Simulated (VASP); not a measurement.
# Mo3W: single point with PBE

Crystal: Mo3W.

```
Mo W
1.0
     0.00000    3.16599    3.16599
     3.16599    0.00000    3.16599
     3.16599    3.16599    0.00000
Mo W
3 1
Direct
  0.00000 0.00000 0.00000
  0.25000 0.25000 0.25000
  0.75000 0.75000 0.75000
  0.50000 0.50000 0.50000
```

```yaml
Program: VASP 6.6.1
Task: single point
Functional: PBE
Potentials_or_basis: VASP PAW PBE potentials, release 64 (Mo_sv, W_sv)
Cutoff: 500 eV
k_mesh: 6 × 6 × 6
Occupations: gaussian, width 0.1 eV
Spin: no spin polarisation
```

```yaml
Pressure: 0.5 GPa
Band_gap_on_the_k_mesh: zero (filled and empty bands touch)
```

Levels at points of the mesh, in eV from the Fermi level:
| k point | band 25 | band 26 | band 27 | band 28 | band 29 | band 30 | band 31 | band 32 |
| --- | --- | --- | --- | --- | --- | --- | --- | --- |
| (0.00, 0.00, 0.00) | -2.74 | -1.41 | -1.41 | -1.41 | 1.60 | 1.60 | 2.32 | 2.32 |
| (0.50, 0.00, 0.00) | -2.89 | -2.89 | -2.86 | -2.86 | 1.52 | 1.52 | 1.91 | 1.91 |
| (0.50, 0.50, 0.00) | -0.76 | -0.76 | -0.63 | -0.63 | 0.76 | 0.94 | 1.24 | 1.24 |

It took 41 s on 1 thread of AMD EPYC 9R45 (Zen 5), with other jobs on the host, peak memory 0.17 GiB.

Caveat: spin-orbit coupling is left out, which moves the levels of the heavy elements.
